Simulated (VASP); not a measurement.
# As (R-3m) in VASP: notebook, part 2 of 2

VASP 6.6.1. The steps go on from the part before.

## 5. Single point, PBE

Contents of INCAR:

```
ALGO = Normal
EDIFF = 1E-7
ENCUT = 520
GGA = PE
ISIF = 2
ISMEAR = -1
LASPH = T
LCHARG = F
LREAL = F
LWAVE = F
NBANDS = 12
NELM = 60
PREC = Accurate
SIGMA = 0.1
```

Contents of KPOINTS:

```
k-points
0
Gamma
  8 8 8
```

Contents of POSCAR:

```
As
1.0
    1.9036109523      1.0990502958      3.6081612956
   -1.9036109523      1.0990502958      3.6081612956
    0.0000000000     -2.1981005915      3.6081612956
As
2
Direct
    0.7737100447      0.7737100447      0.7737100447
    0.2262899553      0.2262899553      0.2262899553
```

Potentials or basis: VASP PAW PBE potentials, release 64 (As).

Started as:

```console
$ cat potpaw_PBE.64/As/POTCAR > POTCAR
$ mpirun -np 1 vasp_std > vasp.out
```

OUTCAR:

```text
EDIFF = 1E-7
   ENCUT = 520
   GGA = PE
   ISIF = 2
   ISMEAR = -1
   LASPH = T
   LREAL = F
   NELM = 60
   PREC = Accurate

 ion  position               nearest neighbor table
   1  0.774  0.774  0.774-   2 2.55   2 2.55   2 2.55
   2  0.226  0.226  0.226-   1 2.55   1 2.55   1 2.55

  LATTYP: Found a trigonal (rhomboedric) cell.
 ALAT       =     4.2249821474
 COS(alpha) =     0.5939900948

  Lattice vectors:

 A1 = (   1.9036109523,   1.0990502958,   3.6081612956)
 A2 = (  -1.9036109523,   1.0990502958,   3.6081612956)
 A3 = (   0.0000000000,  -2.1981005915,   3.6081612956)

Analysis of symmetry for initial positions (statically):
=====================================================================
 Subroutine PRICEL returns:
 Original cell was already a primitive cell.

 Routine SETGRP: Setting up the symmetry group for a
 trigonal (rhombohedral) supercell.

 Subroutine GETGRP returns: Found 12 space group operations
 (whereof 12 operations were pure point group operations)
 out of a pool of 12 trial point group operations.

[... 174 lines left out ...]
      3       2.4821      2.00000
      4       3.0508      2.00000
      5       3.0508      2.00000
      6       6.5383      0.00000
      7       7.7364      0.00000
      8       7.7364      0.00000
      9      11.8800      0.00000
     10      11.8800      0.00000
     11      12.2439      0.00000
     12      13.6568      0.00000
[... 331 lines left out ...]
 k-point    24 :       0.3750    0.1250    0.1250
  band No.  band energies     occupation
      1      -8.6559      2.00000
      2      -3.6894      2.00000
      3       0.9217      2.00000
      4       2.7722      2.00000
      5       4.8540      1.66683
      6       5.1586      0.38440
      7       6.5188      0.00000
      8       8.2379      0.00000
      9      11.2301      0.00000
     10      12.7526      0.00000
     11      13.1555      0.00000
     12      15.7999      0.00000

 [... further k-points ...]

------------------------ aborting loop because EDIFF is reached ----------------------------------------

  FORCE on cell =-STRESS in cart. coord.  units (eV):
  Direction    XX          YY          ZZ          XY          YZ          ZX
  --------------------------------------------------------------------------------------
  -------------------------------------------------------------------------------------
  Total        0.0749544      0.0749544      0.0173293      0.0000000      0.0000000      0.0000000
  in kB        2.6513970      2.6513970      0.6129967      0.0000000      0.0000000      0.0000000
  external PRESSURE =       1.9719302 kB  Pullay stress =       0.0000000 kB

 VOLUME and BASIS-vectors are now :
 -----------------------------------------------------------------------------
  energy-cutoff  :      520.00
  volume of cell :       45.29
      direct lattice vectors                 reciprocal lattice vectors
     1.903610952  1.099050296  3.608161296     0.262658712  0.151646078  0.092383158
    -1.903610952  1.099050296  3.608161296    -0.262658712  0.151646078  0.092383158
     0.000000000 -2.198100591  3.608161296     0.000000000 -0.303292156  0.092383158

 POSITION                                       TOTAL-FORCE (eV/Angst)
 -----------------------------------------------------------------------------------
      0.00000      0.00000      8.37501         0.000000     -0.000000     -0.038295
      0.00000      0.00000      2.44947         0.000000      0.000000      0.038295
 -----------------------------------------------------------------------------------
    total drift:                                0.000000     -0.000000      0.000000

  FREE ENERGIE OF THE ION-ELECTRON SYSTEM (eV)
  ---------------------------------------------------
  free  energy   TOTEN  =        -9.3578102773 eV

  energy  without entropy=       -9.3509249625  energy(sigma->0) =       -9.35436762
```

OSZICAR:

```text
N       E                     dE             d eps       ncg     rms          rms(c)
DAV:   1     0.290280089623E+02    0.29028E+02   -0.40943E+03  1560   0.685E+02
DAV:   2    -0.770383494604E+01   -0.36732E+02   -0.35069E+02  2048   0.110E+02
DAV:   3    -0.936226125123E+01   -0.16584E+01   -0.16506E+01  1964   0.240E+01
DAV:   4    -0.937064596156E+01   -0.83847E-02   -0.83839E-02  1736   0.197E+00
DAV:   5    -0.937066958465E+01   -0.23623E-04   -0.23623E-04  1960   0.113E-01    0.313E+00
DAV:   6    -0.936212983279E+01    0.85398E-02   -0.47574E-03  1800   0.434E-01    0.188E+00
DAV:   7    -0.935762270937E+01    0.45071E-02   -0.11023E-02  1880   0.674E-01    0.898E-02
DAV:   8    -0.935775909125E+01   -0.13638E-03   -0.39039E-04  1896   0.116E-01    0.320E-02
DAV:   9    -0.935781051954E+01   -0.51428E-04   -0.64867E-05  1784   0.512E-02    0.119E-02
DAV:  10    -0.935781024859E+01    0.27094E-06   -0.45053E-06  1904   0.119E-02    0.335E-03
DAV:  11    -0.935781027730E+01   -0.28709E-07   -0.82692E-07  1804   0.560E-03
   1 F= -.93578103E+01 E0= -.93543676E+01  d E =-.688531E-02
```

stdout:

```text
POSCAR found type information on POSCAR As
 POSCAR found :  1 types and       2 ions
 scaLAPACK will be used
 LDA part: xc-table for (Slater+PW92), standard interpolation
 POSCAR, INCAR and KPOINTS ok, starting setup
 FFT: planning ... GRIDC
 FFT: planning ... GRID_SOFT
 FFT: planning ... GRID
 WAVECAR not read
 entering main loop
```

Wall time 34 s (1 thread of Intel Xeon 8259CL, shared host); peak memory 0.18 GiB.

What came out:

| Property | Result |
| --- | --- |
| Free energy | -9.3578 eV |
| Pressure | 0.2 GPa |
| Largest force | 0.038 eV/Å |
| Band gap on the k mesh | zero (bands 5 and 6 overlap by 0.45 eV) |

Forces on the atoms (eV/Å):
```
As   0.000  0.000 -0.038
As   0.000  0.000  0.038
```

Stress tensor (GPa, compression positive):
```
0.27 0.00 0.00
0.00 0.27 0.00
0.00 0.00 0.06
```

Levels at points of the mesh, in eV from the Fermi level:
```
           k point  band 1  band 2  band 3  band 4  band 5  band 6  band 7  band 8  band 9  band 10
(0.00, 0.00, 0.00)  -14.73   -6.18   -2.53   -1.96   -1.96    1.52    2.72    2.72    6.86     6.86
(0.50, 0.00, 0.00)  -12.15  -10.94   -2.85   -2.79   -0.54   -0.38    0.30    1.37    8.71     8.72
(0.50, 0.50, 0.00)  -12.14   -9.71   -5.78   -4.08   -3.95    1.52    5.04    6.55    6.69    10.35
(0.50, 0.50, 0.50)  -13.58   -9.85   -1.71   -1.71   -0.72    0.79    0.79    1.63    7.81    10.14
```

## 6. Summary

| k mesh | gap on the mesh (eV) | pressure (GPa) | largest force (eV/Å) |
| --- | --- | --- | --- |
| 4 × 4 × 4 | - | 0.1 | 0.26 |
| 5 × 5 × 5 | none | -0.1 | 0.12 |
| 6 × 6 × 6 | none | 0.1 | 0.04 |
| 8 × 8 × 8 | none | 0.2 | 0.04 |

Alike in all rows: task single point; level PBE; potentials or basis VASP PAW PBE potentials, release 64 (As); no spin polarisation; cell as given; cutoff (eV) 520; smearing fermi-dirac 0.1 eV.

Caveats: some runs use coarse meshes.

Total energies depend on the potentials used, so only differences within one code and one set of settings carry meaning.
